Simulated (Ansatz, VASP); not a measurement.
## One calculation of SnSe, two programs

File INCAR:

```
SYSTEM = SnSe
  PREC = Accurate
  ENCUT = 520
  EDIFF = 1E-8
  ISMEAR = -1
  SIGMA = 0.01
  LREAL = .False.
  LASPH = .True.
  NELM = 100
  ALGO = Normal
  ISIF = 2
  LWAVE = .False.
  LCHARG = .False.
  GGA = PS
  LEFG = .True.
  NBANDS = 17
```

File KPOINTS:

```
Automatic mesh
0
Gamma
  7 7 7
  0 0 0
```

Contents of POSCAR:

```
SnSe
1.0
    0.0000000000      3.0100000000      3.0401000000
    3.0100000000      0.0000000000      3.0401000000
    3.0100000000      3.0100000000      0.0000000000
Sn Se
1 1
Direct
    0.0000000000      0.0000000000      0.0000000000
    0.5000000000      0.5000000000      0.5000000000
```

Input for Ansatz:

```yaml
crystal:
  lattice:
    - [0.0, 3.01, 3.0401]
    - [3.01, 0.0, 3.0401]
    - [3.01, 3.01, 0.0]
  atoms:
    - { symbol: Sn, position: [0.0, 0.0, 0.0] }
    - { symbol: Se, position: [0.5, 0.5, 0.5] }
kpoints:
  mp_grid: { grid: [7, 7, 7] }
scf:
  occupations: { method: fermi_dirac, width: 0.01 }
hamiltonian:
  xc: pbesol
  pseudopotentials: { kind: paw }
output:
  forces: true
  stress: true
  eigenvalues: true
  efg: { contact_densities: true }
```

Change from the starting cell: zz strain of +1 %, PAW files.

Alike in both runs: task electric field gradients; functional PBEsol; k mesh 7 × 7 × 7; occupations fermi-dirac, width 0.01 eV; no spin polarisation.

|  | VASP | Ansatz |
| --- | --- | --- |
| version | VASP 6.6.1 | Ansatz 0.2.0 |
| potentials or method | VASP PAW PBE potentials, release 64 (Sn_d, Se) | PAW with Ansatz's default frozen-core files, scalar-relativistic |
| plane-wave cutoff (eV) | 520 | 420 |
| valence electrons in the cell | 20 | 30 |

```tsv
	VASP	Ansatz	Ansatz less VASP
gap on the k mesh at the Fermi level (eV)	0.70	0.70	+0.002
pressure (GPa)	-2.3	-2.3	-0.02
traceless stress, the component that is largest in VASP (GPa)	-0.71	-0.70	+0.005
size of Vzz on the site where it differs most (V/Å²)	13.4	13.6	+0.23
```

VASP's potentials were made for PBE, not for PBEsol. VASP's potentials hold 20 valence electrons a cell and Ansatz's 30, so a difference there can come from the potentials and not from the codes.
